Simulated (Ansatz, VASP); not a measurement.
**Pt in VASP and in Ansatz**

Contents of INCAR:

```
SYSTEM = Pt
PREC = Accurate
ENCUT = 520
EDIFF = 1E-6
ISMEAR = 0
SIGMA = 0.15
LREAL = .FALSE.
LASPH = .TRUE.
NELM = 80
ALGO = Normal
ISIF = 2
LWAVE = .FALSE.
LCHARG = .FALSE.
NBANDS = 11
```

Contents of KPOINTS:

```
regular mesh
0
G
  22 22 22
  0 0 0
```

The input POSCAR:

```
Pt
1.0
    0.0000000000      2.2028387747      1.5206196062
    2.2028387747      0.0000000000      1.5206196062
    2.2028387747      2.2028387747      0.0000000000
Pt
1
Direct
    0.0000000000      0.0000000000      0.0000000000
```

Input for Ansatz:

```yaml
crystal:
  lattice:
    - [0.0, 2.2028387747, 1.5206196062]
    - [2.2028387747, 0.0, 1.5206196062]
    - [2.2028387747, 2.2028387747, 0.0]
  atoms:
    - { symbol: Pt, position: [0.0, 0.0, 0.0] }
basis:
  ecutwfc: 420
kpoints:
  mp_grid: { grid: [22, 22, 22] }
hamiltonian:
  xc: lda
scf:
  occupations: { method: gaussian, width: 0.15 }
output:
  forces: true
  stress: true
  eigenvalues: true
```

Alike in both runs: task single point; functional LDA; k mesh 22 × 22 × 22; occupations gaussian, width 0.15 eV; no spin polarisation.

```csv
,VASP,Ansatz
version,VASP 6.6.1,Ansatz 0.2.0
potentials or method,"VASP PAW LDA potentials, release 64 (Pt), cutoff 520 eV","scalar-relativistic, plane waves, PAW"
valence electrons in the cell,10,18
```

|  | VASP | Ansatz | Ansatz less VASP |
| --- | --- | --- | --- |
| gap on the k mesh at the Fermi level (eV) | none | none | - |
| pressure (GPa) | 4.1 | 3.4 | -0.76 |
| traceless stress, the component that is largest in VASP (GPa) | -2.03 | -2.05 | -0.025 |

LDA's correlation is that of Perdew and Zunger in VASP and of Perdew and Wang (1992) in Ansatz. A gap of «none» marks a metal or a gap that the smearing closes. VASP's potentials hold 10 valence electrons a cell and Ansatz's 18, so a difference there can come from the potentials and not from the codes.

Spin-orbit coupling is off throughout.
